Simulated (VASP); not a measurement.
Runs of VASP 6.6.1 on Nb. The structure is that of space group Im-3m (No. 229), or close to it. The cells are those of the table. 

```csv
task,cell,cutoff (eV),gap on the mesh (eV),pressure (GPa)
relaxation of cell and atoms,"relaxed to -2 GPa from a = 2.882 Å, angles 109.5°, 1 atom",600,none,-2.0
single point,"a = 2.787 Å, angles 109.5°, 1 atom",520,none,(b)
relaxation of cell and atoms,"relaxed from a = 2.882 Å, angles 109.5°, 1 atom",600,none,0.0
relaxation of cell and atoms,"relaxed to 10 GPa from a = 2.882 Å, angles 109.5°, 1 atom",600,none,10.0
single point,"a = 2.843 Å, angles 109.5°, 1 atom",520,none,-2.3
single point,"a = 2.808 Å, angles 109.5°, 1 atom",520,none,(a)
relaxation of cell and atoms,"relaxed to 2 GPa from a = 2.882 Å, angles 109.5°, 1 atom",600,none,1.9
relaxation of cell and atoms,"relaxed to 5 GPa from a = 2.882 Å, angles 109.5°, 1 atom",600,none,5.0
single point,"a = 2.822 Å, angles 109.5°, 1 atom",520,none,1.6
single point,"a = 2.832 Å, angles 109.5°, 1 atom",520,none,-0.4
```

Alike in all rows: level PBEsol; potentials or basis VASP PAW PBE potentials, release 64 (Nb_sv); no spin polarisation; k mesh 16 × 16 × 16; smearing methfessel-paxton 0.1 eV.

Q: Fill in the values left out.

A: (a) 4.5; (b) 9.5.

Caveats: the PAW data sets were made with another functional, which shifts forces and pressure a little; the cell is relaxed towards a set pressure, so the run minimises the enthalpy, not the energy (at least some runs); the cell stands under pressure (at least some runs).

A k mesh can miss the band edges, and the runs leave out spin-orbit coupling on Nb.

A gap of «none» marks levels without a gap at the run's occupations.
